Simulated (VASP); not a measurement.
Here is a VASP 6.6.1 calculation.

The input INCAR:

```
ALGO     = Fast           # electronic algorithm
EDIFF    = 1E-6           # SCF threshold, eV
ENCUT    = 520            # plane-wave cutoff, eV
GGA      = PE             # functional
ISIF     = 2              # what is computed and relaxed
ISMEAR   = 0              # smearing method
LASPH    = True           # aspherical terms in the spheres
LCHARG   = False          # write CHGCAR
LREAL    = False          # projectors in reciprocal space
LWAVE    = False          # write WAVECAR
NBANDS   = 19             # bands
NELM     = 60             # most SCF steps
PREC     = Accurate       # precision mode
SIGMA    = 0.05           # smearing width, eV
```

File KPOINTS:

```
k-points
0
Gamma
  15 15 6
```

POSCAR

```
Cd
1.0
    2.9788700000      0.0000000000      0.0000000000
   -1.4894350000      2.5797770946      0.0000000000
    0.0000000000      0.0000000000      5.6176500000
Cd
2
Direct
    0.3108542016      0.6992824169      0.2580997730
    0.6666666667      0.3333333333      0.7500000000
```

Potentials or basis: VASP PAW PBE potentials, release 64 (Cd).

Run with:

```console
$ cat potpaw_PBE.64/Cd/POTCAR > POTCAR
$ mpirun -np 1 vasp_std > vasp.out
```

Problem. Predict the band gap on the k mesh.

Solution. Zero (bands 12 and 13 overlap by 4.58 eV).

Problem. Predict the pressure.

Solution. 3.3 GPa.

Problem. What does it give for the largest force?

Solution. 0.112 eV/Å.

Stress tensor (GPa, compression positive):
```
 3.20 -0.29 -0.04
-0.29  2.83  0.03
-0.04  0.03  3.76
```

Caveat: the cell stands under pressure.
